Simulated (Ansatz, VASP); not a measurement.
# One calculation of WS2, two programs

File INCAR:

```
SYSTEM = WS2
ALGO     = Normal         ! electronic algorithm
EDIFF    = 1E-6           ! SCF threshold, eV
ENCUT    = 520            ! plane-wave cutoff, eV
GGA      = PS             ! functional
ISIF     = 2              ! what is computed and relaxed
ISMEAR   = 0              ! smearing method
LASPH    = .True.         ! aspherical terms in the spheres
LCHARG   = .False.        ! write CHGCAR
LREAL    = .False.        ! projectors in reciprocal space
LWAVE    = .False.        ! write WAVECAR
NBANDS   = 35             ! bands
NELM     = 100            ! most SCF steps
PREC     = Accurate       ! precision mode
SIGMA    = 0.05           ! smearing width, eV
```

The input KPOINTS:

```
k-points
0
Gamma
  12 12 4
  0 0 0
```

The input POSCAR:

```
WS2
1.0
    3.1761937006      0.0699769457     -0.1464899493
   -1.5274950377      2.8899887143     -0.0439455267
   -0.5758253339     -0.5319180405     12.5109684398
W S
2 4
Direct
    0.3396555159      0.6686932447      0.2498710844
    0.6541540321      0.3301537182      0.7466449325
    0.3228640972      0.6566756276      0.6209587599
    0.6766138470      0.3345513099      0.1198908564
    0.3289544068      0.6763716184      0.8797255460
    0.6777581010      0.3335544813      0.3829088209
```

Input for Ansatz:

```yaml
crystal:
  lattice:
    - [3.1761937006, 0.0699769457, -0.1464899493]
    - [-1.5274950377, 2.8899887143, -0.0439455267]
    - [-0.5758253339, -0.5319180405, 12.5109684398]
  atoms:
    - { symbol: W, position: [0.3396555159, 0.6686932447, 0.2498710844] }
    - { symbol: W, position: [0.6541540321, 0.3301537182, 0.7466449325] }
    - { symbol: S, position: [0.3228640972, 0.6566756276, 0.6209587599] }
    - { symbol: S, position: [0.676613847, 0.3345513099, 0.1198908564] }
    - { symbol: S, position: [0.3289544068, 0.6763716184, 0.879725546] }
    - { symbol: S, position: [0.677758101, 0.3335544813, 0.3829088209] }
basis:
  ecutwfc: 420
kpoints:
  mp_grid: { grid: [12, 12, 4] }
hamiltonian:
  xc: pbesol
scf:
  occupations: { method: gaussian, width: 0.05 }
output:
  forces: true
  stress: true
  eigenvalues: true
  write_density: true
  write_potential: true
  elf: true
  volumetric_format: npy
```

Change from the starting cell: all atoms moved at random (sigma 0.03 Å a component), cell strained at random (sigma 0.05).

Alike in both runs: task single point; functional PBEsol; k mesh 12 × 12 × 4; occupations gaussian, width 0.05 eV; no spin polarisation.

|  | VASP | Ansatz |
| --- | --- | --- |
| version | VASP 6.6.1 | Ansatz 0.2.0 |
| potentials or method | VASP PAW PBE potentials, release 64 (W_sv, S), cutoff 520 eV | scalar-relativistic, plane waves, PAW |
| valence electrons in the cell | 52 | 52 |

|  | VASP | Ansatz | Ansatz less VASP |
| --- | --- | --- | --- |
| gap on the k mesh at the Fermi level (eV) | 0.82 | 0.81 | -0.012 |
| least direct gap on the mesh (eV) | 1.41 | 1.41 | -0.004 |
| pressure (GPa) | -12.8 | -12.8 | -0.05 |
| traceless stress, the component that is largest in VASP (GPa) | 10.39 | 10.35 | -0.032 |
| rms of the force components (eV/Å) | 1.002 | 1.005 | +0.0026 |

VASP's potentials were made for PBE, not for PBEsol. Atom by atom the forces differ by 0.007 eV/Å (rms over components).

Neither program's run includes spin-orbit coupling.
